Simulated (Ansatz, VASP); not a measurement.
# Two plane-wave programs on Be3CdS2

```
CELL_PARAMETERS angstrom
5.70678 0.00000 0.00000
-2.85339 4.94221 0.00000
0.00000 0.00000 3.05999
ATOMIC_POSITIONS crystal
Be 0.50000 0.00000 0.50000
Be 0.50000 0.50000 0.50000
Be 0.00000 0.50000 0.50000
Cd 0.00000 0.00000 0.00000
S 0.33333 0.66667 0.00000
S 0.66667 0.33333 0.00000
```

Change from the starting cell: species swapped into the EuB2Rh3 type (P6/mmm, No. 191).

Alike in both runs: functional PBE; k mesh 12 × 12 × 12; occupations gaussian, width 0.1 eV; no spin polarisation.

Ansatz relaxed the structure, and its values are those at the end. VASP's run is a single point on that final structure, the one shown.

```csv
,VASP,Ansatz
version,VASP 6.6.1,Ansatz 0.2.0
potentials or method,"VASP PAW PBE potentials, release 64 (Be, Cd, S), cutoff 600 eV","scalar-relativistic, plane waves, PAW"
valence electrons in the cell,30,38
```

```csv
,VASP,Ansatz,Ansatz less VASP
gap on the k mesh at the Fermi level (eV),none,none,-
pressure (GPa),0.1,0.0,-0.07
```

A gap of «none» marks a metal or a gap that the smearing closes. VASP's potentials hold 30 valence electrons a cell and Ansatz's 38, so a difference there can come from the potentials and not from the codes.
